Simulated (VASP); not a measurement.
# EuS (Fm-3m) in VASP: single point with PBEsol+U

Aim: the single point of EuS with PBEsol+U.

Program: VASP 6.6.1. These are calculated values, not measurements. Logs are shortened: lines on timing, memory, paths and dates and some standing lists are left out, and cuts for length are marked.

### Step 1. The cell of the first run

It takes space group Fm-3m (No. 225, cubic). The conventional cell has a = 6.049 Å, b = 6.049 Å, c = 6.049 Å, α = 90.00°, β = 90.00°, γ = 90.00°. Within 4.0 Å of Eu (site symmetry m-3m) lie 6 S at 3.02 Å. Within 4.0 Å of S (site symmetry m-3m) lie 6 Eu at 3.02 Å.

### Step 2. Single point, PBEsol+U, collinear spin, antiferromagnetic start

Input file INCAR:

```
SYSTEM = EuS
ALGO = Normal
EDIFF = 1E-6
ENCUT = 600
GGA = PS
GGA_COMPAT = .FALSE.
ISIF = 2
ISMEAR = -1
ISPIN = 2
ISYM = 0
KPAR = 4
LASPH = .TRUE.
LCHARG = .FALSE.
LDAU = .TRUE.
LDAUJ = 0 0
LDAUL = 3 -1
LDAUPRINT = 1
LDAUTYPE = 2
LDAUU = 3.25 0
LMAXMIX = 6
LORBIT = 11
LREAL = .FALSE.
LWAVE = .FALSE.
MAGMOM = 7 -7 0 0
NBANDS = 35
NELM = 200
PREC = Accurate
SIGMA = 0.1
```

Input file KPOINTS:

```
k-points
0
G
  6 6 6
  0 0 0
```

Input file POSCAR:

```
EuS
1.0
   -3.0243449500     -6.0486899100     -3.0243449500
   -3.0243449500      0.0000000000     -3.0243449500
    3.0243449500      0.0000000000     -3.0243449500
Eu S
2 2
Direct
    0.0000000000      0.0000000000      0.0000000000
    0.5000000000      0.0000000000      0.5000000000
    0.0000000000      0.5000000000      0.5000000000
    0.5000000000      0.5000000000      0.0000000000
```

Potentials or basis: VASP PAW PBE potentials, release 64 (Eu, S).

Command:

```bash
$ cat potpaw_PBE.64/Eu/POTCAR potpaw_PBE.64/S/POTCAR > POTCAR
$ mpirun -np 4 vasp_std > vasp.out
```

OUTCAR:

```text
SYSTEM = EuS
   EDIFF = 1E-6
   ENCUT = 600
   GGA = PS
   ISIF = 2
   ISMEAR = -1
   ISPIN = 2
   ISYM = 0
   LASPH = .TRUE.
   LORBIT = 11
   LREAL = .FALSE.
   NELM = 200
   PREC = Accurate

 ion  position               nearest neighbor table
   1  0.000  0.000  0.000-   3 3.02   3 3.02   3 3.02   3 3.02   4 3.02   4 3.02
   2  0.500  0.000  0.500-   4 3.02   4 3.02   4 3.02   4 3.02   3 3.02   3 3.02
   3  0.000  0.500  0.500-   1 3.02   1 3.02   1 3.02   1 3.02   2 3.02   2 3.02
   4  0.500  0.500  0.000-   2 3.02   2 3.02   2 3.02   2 3.02   1 3.02   1 3.02

IMPORTANT INFORMATION: All symmetrisations will be switched off!
NOSYMM: (Re-)initialisation of all symmetry stuff for point group C_1.

----------------------------------------------------------------------------------------

                                     Primitive cell

  volume of cell :     110.6506

  direct lattice vectors                    reciprocal lattice vectors
    -3.024344950 -6.048689910 -3.024344950     0.000000000 -0.165325056  0.000000000
    -3.024344950  0.000000000 -3.024344950    -0.165325057  0.165325056 -0.165325057
     3.024344950  0.000000000 -3.024344950     0.165325057  0.000000000 -0.165325057

  length of vectors
     7.408101942  4.277069646  4.277069646     0.165325056  0.286351398  0.233804937

  position of ions in fractional coordinates (direct lattice)
     0.000000000  0.000000000  0.000000000
     0.500000000  1.000000000  0.500000000
     0.000000000  0.500000000  0.500000000
     0.500000000  0.500000000  0.000000000

  ion indices of the primitive-cell ions
   primitive index   ion index
                 1           1
                 2           2
                 3           3
                 4           4

----------------------------------------------------------------------------------------

 KPOINTS: k-points

Automatic generation of k-mesh.
 Grid dimensions read from file:
 generate k-points for:    6    6    6

 Generating k-lattice:
[... 181 lines left out ...]
  o =  0.9655  v =  0.0000  0.0000  0.0000  0.0000  0.0000  0.0000  0.0000  0.7906  0.0000  0.6124  0.0000 -0.0000 -0.0000  0.0000      0.0000  0.0000  0.0000  0.0000  0.0000  0.0000  0.0000  0.0000  0.0000  0.0000  0.0000  0.0000  0.0000  0.0000
  o =  0.9681  v =  0.0000  0.0000  0.0000  0.0000  0.0000  0.0000  0.0000  0.0000 -1.0000 -0.0000 -0.0000  0.0001  0.0000  0.0001      0.0000  0.0000  0.0000  0.0000  0.0000  0.0000  0.0000  0.0000  0.0000  0.0000  0.0000  0.0000  0.0000  0.0000
  o =  0.9700  v =  0.0000  0.0000  0.0000  0.0000  0.0000  0.0000  0.0000 -0.0001  0.0001  0.0002  0.0746  0.6074  0.4019  0.6812      0.0000  0.0000  0.0000  0.0000  0.0000  0.0000  0.0000  0.0000  0.0000  0.0000  0.0000  0.0000  0.0000  0.0000
  o =  0.9700  v =  0.0000  0.0000  0.0000  0.0000  0.0000  0.0000  0.0000  0.0001 -0.0000 -0.0002  0.1666 -0.2720  0.8973 -0.3051      0.0000  0.0000  0.0000  0.0000  0.0000  0.0000  0.0000  0.0000  0.0000  0.0000  0.0000  0.0000  0.0000  0.0000
  o =  0.9702  v =  0.0000  0.0000  0.0000  0.0000  0.0000  0.0000  0.0000  0.6124  0.0000 -0.7906 -0.0000  0.0002 -0.0001  0.0002      0.0000  0.0000  0.0000  0.0000  0.0000  0.0000  0.0000  0.0000  0.0000  0.0000  0.0000  0.0000  0.0000  0.0000

 number of electron      45.9999999 magnetization      -0.0000470

 Free energy of the ion-electron system (eV)
  ---------------------------------------------------
  ext. energy  EPLUGINS =         0.00000000
  ---------------------------------------------------
  free energy    TOTEN  =       -39.80812166 eV

  energy without entropy =      -39.77224353  energy(sigma->0) =      -39.79018260

 E-fermi :   3.5974     XC(G=0):  -9.5739

 val. band max:        3.5325913518   @ k =   0.1667   0.0000   0.0000
 cond. band min:       3.7664216018   @ k =   0.3333   0.0000   0.0000
 fundamental gap:      0.2338302501
 Fermi energy:         3.5974456888

 spin component 1

 k-point     1 :       0.0000    0.0000    0.0000
  band No.  band energies     occupation
      1     -37.1383      1.00000
      2     -34.0404      1.00000
      3     -16.0771      1.00000
      4     -16.0120      1.00000
      5     -16.0120      1.00000
      6     -13.8430      1.00000
[... 1817 lines left out ...]
     34       9.4225      0.00000
     35       9.6183      0.00000

 [... further k-points ...]
[... 5 lines left out ...]
  --------------------------------------------------------------------------------------
  -------------------------------------------------------------------------------------
  Total       -3.3753845     -3.2902402     -3.3754286     -0.0000843     -0.0000559      0.0002348
  in kB      -48.8742239    -47.6413679    -48.8748621     -0.0012205     -0.0008090      0.0034001
  external PRESSURE =     -48.4634846 kB  Pullay stress =       0.0000000 kB

 VOLUME and BASIS-vectors are now :
 -----------------------------------------------------------------------------
  energy-cutoff  :      600.00
  volume of cell :      110.65
      direct lattice vectors                 reciprocal lattice vectors
    -3.024344950 -6.048689910 -3.024344950     0.000000000 -0.165325056  0.000000000
    -3.024344950  0.000000000 -3.024344950    -0.165325057  0.165325056 -0.165325057
     3.024344950  0.000000000 -3.024344950     0.165325057  0.000000000 -0.165325057

 POSITION                                       TOTAL-FORCE (eV/Angst)
 -----------------------------------------------------------------------------------
      0.00000      0.00000      0.00000         0.000008      0.000006      0.000002
      0.00000     -3.02434     -3.02434        -0.000007     -0.000014     -0.000010
      0.00000      0.00000     -3.02434         0.000005      0.000002      0.000006
     -3.02434     -3.02434     -3.02434        -0.000006      0.000006      0.000001
 -----------------------------------------------------------------------------------
    total drift:                                0.000011     -0.000013     -0.000016

  FREE ENERGIE OF THE ION-ELECTRON SYSTEM (eV)
  ---------------------------------------------------
  free  energy   TOTEN  =       -39.8081216641 eV

  energy  without entropy=      -39.7722435281  energy(sigma->0) =      -39.79018260

 total charge

# of ion       s       p       d       f       tot
--------------------------------------------------
    1        2.023   5.742   0.242   6.773  14.779
    2        2.023   5.742   0.242   6.773  14.779
    3        1.311   2.399   0.000   0.000   3.710
    4        1.311   2.399   0.000   0.000   3.710
--------------------------------------------------
tot          6.668  16.282   0.484  13.546  36.980

 magnetization (x)

# of ion       s       p       d       f       tot
--------------------------------------------------
    1       -0.013  -0.105   0.039   6.753   6.674
    2        0.013   0.105  -0.039  -6.753  -6.674
    3       -0.002  -0.020   0.000   0.000  -0.022
    4        0.002   0.020   0.000   0.000   0.022
--------------------------------------------------
tot          0.000  -0.000  -0.000   0.000   0.000
```

OSZICAR:

```text
N       E                     dE             d eps       ncg     rms          rms(c)
DAV:   1     0.428199187585E+03    0.42820E+03   -0.17400E+04 20725   0.586E+03
DAV:   2     0.101403164027E+03   -0.32680E+03   -0.27330E+03 21677   0.543E+02
DAV:   3    -0.157749569379E+02   -0.11718E+03   -0.11223E+03 24184   0.257E+02
[... 11 lines left out ...]
DAV:  15    -0.398080663484E+02   -0.98184E-04   -0.87062E-04 28475   0.149E-01    0.295E-01
DAV:  16    -0.398081070466E+02   -0.40698E-04   -0.30476E-04 29872   0.112E-01    0.229E-01
DAV:  17    -0.398081164398E+02   -0.93931E-05   -0.17346E-04 28880   0.198E-01    0.316E-01
DAV:  18    -0.398081195739E+02   -0.31342E-05   -0.55053E-05 29640   0.691E-02    0.194E-01
DAV:  19    -0.398081207216E+02   -0.11477E-05   -0.18615E-05 27633   0.366E-02    0.791E-02
DAV:  20    -0.398081216641E+02   -0.94252E-06   -0.62642E-06 21608   0.175E-02
   1 F= -.39808122E+02 E0= -.39790183E+02  d E =-.358781E-01  mag=     0.0000
```

It took 12 min on 4 MPI ranks of AMD EPYC 7R43 (Zen 3), shared host; peak memory 0.85 GiB.

What came out:

* Free energy: -39.8081 eV
* Pressure: -4.8 GPa
* Net moment: 0.00 μB per cell
* Site moments: Eu +6.67, -6.67; S -0.02, +0.02 μB
* Valence electrons inside the program's atomic spheres: Eu 14.78; S 3.71

Eigenvalues of the final occupation matrices:
```
    site  spin  trace                         eigenvalues
site 1 f     1   6.77  0.96 0.96 0.97 0.97 0.97 0.97 0.97
site 1 f     2   0.01  0.00 0.00 0.00 0.00 0.00 0.00 0.00
site 2 f     1   0.01  0.00 0.00 0.00 0.00 0.00 0.00 0.00
site 2 f     2   6.77  0.96 0.96 0.97 0.97 0.97 0.97 0.97
```

Caveat: the PAW data sets were made with another functional, which shifts forces and pressure a little; spin-orbit coupling is left out, which moves the levels of the heavy elements.
